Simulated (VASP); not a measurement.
# ReAs3Os2 (P-3m1) in VASP: a series of runs, part 2 of 2

VASP 6.6.1. The steps go on from the part before.

## 4. Single point, PBE

This run uses another cell than the first one, of 14.72 Å³/atom, 0.997 times its volume.

INCAR reads:

```
PREC = Accurate
ENCUT = 520
EDIFF = 1E-6
ISMEAR = 0
SIGMA = 0.1
LREAL = False
LASPH = True
NELM = 60
ALGO = Normal
ISIF = 2
LWAVE = False
LCHARG = False
GGA = PE
NBANDS = 28
```

KPOINTS reads:

```
regular mesh
0
Gamma
  6 6 4
```

POSCAR reads:

```
ReAs3Os2
1.0
    4.3730505189      0.0000000000      0.0000000000
   -2.1865252594      3.7871728414      0.0000000000
    0.0000000000      0.0000000000      5.3321788271
Re As Os
1 3 2
Direct
    0.0000000000      0.0000000000      0.0000000000
    0.3333333333      0.6666666667      0.1659146309
    0.6666666667      0.3333333333      0.8340853691
    0.0000000000      0.0000000000      0.5000000000
    0.3333333333      0.6666666667      0.6659866343
    0.6666666667      0.3333333333      0.3340133657
```

Potentials or basis: VASP PAW PBE potentials, release 64 (Re, As, Os).

On the command line:

```sh
$ cat potpaw_PBE.64/Re/POTCAR potpaw_PBE.64/As/POTCAR potpaw_PBE.64/Os/POTCAR > POTCAR
$ mpirun -np 1 vasp_std > vasp.out
```

OUTCAR:

```text
PREC = Accurate
   ENCUT = 520
   EDIFF = 1E-6
   ISMEAR = 0
   LREAL = False
   LASPH = True
   NELM = 60
   ISIF = 2
   GGA = PE

 ion  position               nearest neighbor table
   1  0.000  0.000  0.000-   4 2.67   4 2.67   2 2.68   3 2.68   2 2.68   3 2.68   3 2.68   2 2.68
                             6 3.09   5 3.09   6 3.09   5 3.09   6 3.09   5 3.09
   2  0.333  0.667  0.166-   5 2.67   5 2.67   1 2.68   1 2.68   1 2.68   6 2.68   6 2.68   6 2.68

   3  0.667  0.333  0.834-   6 2.67   6 2.67   1 2.68   1 2.68   1 2.68   5 2.68   5 2.68   5 2.68

   4  0.000  0.000  0.500-   1 2.67   1 2.67   6 2.68   5 2.68   5 2.68   6 2.68   6 2.68   5 2.68

   5  0.333  0.667  0.666-   2 2.67   2 2.67   4 2.68   4 2.68   4 2.68   3 2.68   3 2.68   3 2.68
                             6 3.08   6 3.08   6 3.08   1 3.09   1 3.09   1 3.09
   6  0.667  0.333  0.334-   3 2.67   3 2.67   4 2.68   4 2.68   4 2.68   2 2.68   2 2.68   2 2.68
                             5 3.08   5 3.08   5 3.08   1 3.09   1 3.09   1 3.09

  LATTYP: Found a hexagonal cell.
 ALAT       =     4.3730505189
 C/A-ratio  =     1.2193270588

  Lattice vectors:

 A1 = (   4.3730505189,   0.0000000000,   0.0000000000)
[... 189 lines left out ...]
 fundamental gap:      0.0458286208
 Fermi energy:         9.3695627609

 k-point     1 :       0.0000    0.0000    0.0000
  band No.  band energies     occupation
      1      -6.2211      2.00000
      2      -2.3951      2.00000
      3      -2.3566      2.00000
      4       2.7179      2.00000
      5       2.7179      2.00000
      6       2.7873      2.00000
[... 733 lines left out ...]
     27      14.5756      0.00000
     28      15.0627      0.00000

------------------------ aborting loop because EDIFF is reached ----------------------------------------

  FORCE on cell =-STRESS in cart. coord.  units (eV):
  Direction    XX          YY          ZZ          XY          YZ          ZX
  --------------------------------------------------------------------------------------
  -------------------------------------------------------------------------------------
  Total        0.4250219      0.4250219      0.3814459      0.0000000      0.0000000      0.0000000
  in kB        7.7111221      7.7111221      6.9205274      0.0000000      0.0000000      0.0000000
  external PRESSURE =       7.4475906 kB  Pullay stress =       0.0000000 kB

 VOLUME and BASIS-vectors are now :
 -----------------------------------------------------------------------------
  energy-cutoff  :      520.00
  volume of cell :       88.31
      direct lattice vectors                 reciprocal lattice vectors
     4.373050519  0.000000000  0.000000000     0.228673324  0.132024605  0.000000000
    -2.186525259  3.787172841  0.000000000     0.000000000  0.264049211  0.000000000
     0.000000000  0.000000000  5.332178827     0.000000000  0.000000000  0.187540597

 POSITION                                       TOTAL-FORCE (eV/Angst)
 -----------------------------------------------------------------------------------
      0.00000      0.00000      0.00000        -0.000000      0.000000      0.000000
     -0.00000      2.52478      0.88469         0.000000     -0.000000      0.000242
      2.18653      1.26239      4.44749        -0.000000      0.000000     -0.000242
      0.00000      0.00000      2.66609        -0.000000      0.000000      0.000000
     -0.00000      2.52478      3.55116         0.000000      0.000000     -0.004397
      2.18653      1.26239      1.78102         0.000000     -0.000000      0.004397
 -----------------------------------------------------------------------------------
    total drift:                                0.000000      0.000000      0.000000

  FREE ENERGIE OF THE ION-ELECTRON SYSTEM (eV)
  ---------------------------------------------------
  free  energy   TOTEN  =       -46.6345484571 eV

  energy  without entropy=      -46.6187348769  energy(sigma->0) =      -46.62664167
```

OSZICAR:

```text
N       E                     dE             d eps       ncg     rms          rms(c)
DAV:   1     0.196284607885E+03    0.19628E+03   -0.17184E+04  2084   0.134E+03
DAV:   2    -0.303158361297E+02   -0.22660E+03   -0.21420E+03  2076   0.362E+02
DAV:   3    -0.479459759989E+02   -0.17630E+02   -0.16813E+02  2304   0.878E+01
DAV:   4    -0.485160971665E+02   -0.57012E+00   -0.55946E+00  2200   0.142E+01
DAV:   5    -0.485322695628E+02   -0.16172E-01   -0.15962E-01  2064   0.194E+00    0.338E+01
DAV:   6    -0.468667583413E+02    0.16655E+01   -0.61565E+00  2560   0.272E+01    0.112E+01
DAV:   7    -0.467294416599E+02    0.13732E+00   -0.83767E-01  2312   0.810E+00    0.681E+00
DAV:   8    -0.467207968908E+02    0.86448E-02   -0.87543E-01  2432   0.134E+01    0.402E+00
DAV:   9    -0.466345307128E+02    0.86266E-01   -0.38559E-01  2488   0.101E+01    0.696E-01
DAV:  10    -0.466346000731E+02   -0.69360E-04   -0.95923E-03  2168   0.805E-01    0.163E-01
DAV:  11    -0.466345496936E+02    0.50379E-04   -0.51266E-04  2416   0.327E-01    0.952E-02
DAV:  12    -0.466345562588E+02   -0.65651E-05   -0.66282E-05  1992   0.505E-02    0.262E-02
DAV:  13    -0.466345488122E+02    0.74465E-05   -0.73868E-06  1784   0.222E-02    0.842E-03
DAV:  14    -0.466345484571E+02    0.35517E-06   -0.34547E-07   928   0.935E-03
   1 F= -.46634548E+02 E0= -.46626642E+02  d E =-.158136E-01
```

stdout:

```text
POSCAR found type information on POSCAR ReAsOs
 POSCAR found :  3 types and       6 ions
 scaLAPACK will be used
 LDA part: xc-table for (Slater+PW92), standard interpolation
 POSCAR, INCAR and KPOINTS ok, starting setup
 FFT: planning ... GRIDC
 FFT: planning ... GRID_SOFT
 FFT: planning ... GRID
 WAVECAR not read
 entering main loop
```

Wall time 68 s (1 thread of Intel Xeon Platinum 8259CL at 2.50GHz (Skylake/Cascade Lake), shared host); peak memory 0.25 GiB.

What came out:

- Free energy: -46.6345 eV
- Pressure: 0.7 GPa
- Largest force: 0.004 eV/Å
- Band gap on the k mesh: zero (band 19 reaches 10.49 eV, above the bottom of band 20 at 8.56 eV)

Forces on the atoms (eV/Å):
```
Re   0.000  0.000  0.000
As   0.000  0.000  0.000
As   0.000  0.000  0.000
As   0.000  0.000  0.000
Os   0.000  0.000 -0.004
Os   0.000  0.000  0.004
```

Stress tensor (GPa, compression positive):
```
0.77 0.00 0.00
0.00 0.77 0.00
0.00 0.00 0.69
```

Levels at points of the mesh, in eV from the Fermi level:
```csv
k point,band 15,band 16,band 17,band 18,band 19,band 20,band 21,band 22,band 23,band 24
"(0.00, 0.00, 0.00)",-1.44,-1.40,-1.40,-0.57,-0.57,-0.49,-0.16,-0.13,-0.13,2.85
"(0.50, 0.00, 0.00)",-2.18,-2.12,-1.97,-1.51,0.20,0.66,0.79,1.05,1.49,1.95
"(0.00, 0.00, 0.50)",-2.09,-2.09,0.69,1.12,1.12,1.22,1.53,1.53,1.97,1.97
"(0.50, 0.00, 0.50)",-2.53,-1.95,-1.52,-0.49,-0.36,0.22,1.01,1.09,1.69,3.38
```

Caveat: spin-orbit coupling is left out, which moves the levels of the heavy elements.

## 5. Summary

| cell | k mesh | gap on the mesh (eV) | pressure (GPa) | largest force (eV/Å) |
| --- | --- | --- | --- | --- |
| a = 4.327, b = 4.327, c = 5.463 Å, angles 90.0, 90.0, 120.0°, 6 atoms | 6 × 6 × 2 | none | 0.7 | 0.01 |
| a = 3.709, b = 3.709, c = 9.078 Å, angles 90.0, 90.0, 120.0°, 6 atoms | 6 × 6 × 2 | none | -10.1 | 0.55 |
| a = 4.373, b = 4.373, c = 5.332 Å, angles 90.0, 90.0, 120.0°, 6 atoms | 6 × 6 × 4 | none | 0.7 | - |

Alike in all rows: task single point; level PBE; potentials or basis VASP PAW PBE potentials, release 64 (Re, As, Os); no spin polarisation; cutoff (eV) 520; smearing gaussian 0.1 eV.

Caveats: some runs use coarse meshes; spin-orbit coupling is left out, which moves the levels of the heavy elements.

Total energies depend on the potentials used, so only differences within one code and one set of settings carry meaning.
